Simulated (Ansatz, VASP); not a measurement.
B3C2: VASP beside Ansatz

```
B C
1.0
     2.92245    0.00000    0.00000
    -1.46123    2.53092    0.00000
     0.00000    0.00000    6.43181
B C
3 2
Direct
  0.66667 0.33333 0.64750
  0.66667 0.33333 0.35250
  0.66667 0.33333 0.00000
  0.33333 0.66667 0.90567
  0.33333 0.66667 0.09433
```

Alike in both runs: task single point; functional PBE; k mesh 6 × 6 × 4; occupations gaussian, width 0.1 eV; collinear spin.

```csv
,VASP,Ansatz
version,VASP 6.6.1,Ansatz 0.2.0
potentials or method,"VASP PAW PBE potentials, release 64 (B, C), cutoff 520 eV","scalar-relativistic, plane waves, PAW"
valence electrons in the cell,17,17
```

Ansatz gave:

* gap on the k mesh at the Fermi level (eV): none
* pressure (GPa): 0.5
* traceless stress, the component that is largest in VASP (GPa): 37.40
* rms of the force components (eV/Å): 4.680
* net moment per atom (μB): 0.00

**Question.** Estimate VASP's values.

**Answer.** gap on the k mesh at the Fermi level (eV): none; pressure (GPa): 0.7; traceless stress, the component that is largest in VASP (GPa): 37.76; rms of the force components (eV/Å): 4.749; net moment per atom (μB): 0.00.

Atom by atom the forces differ by 0.069 eV/Å (rms over components). A gap of «none» marks a metal or a gap that the smearing closes. The functional is the same, so the differences come from potentials, cutoffs and numerics. Ansatz's warnings: seeded moment not kept.

The k mesh is coarse, so the values compare programs but aren't converged.
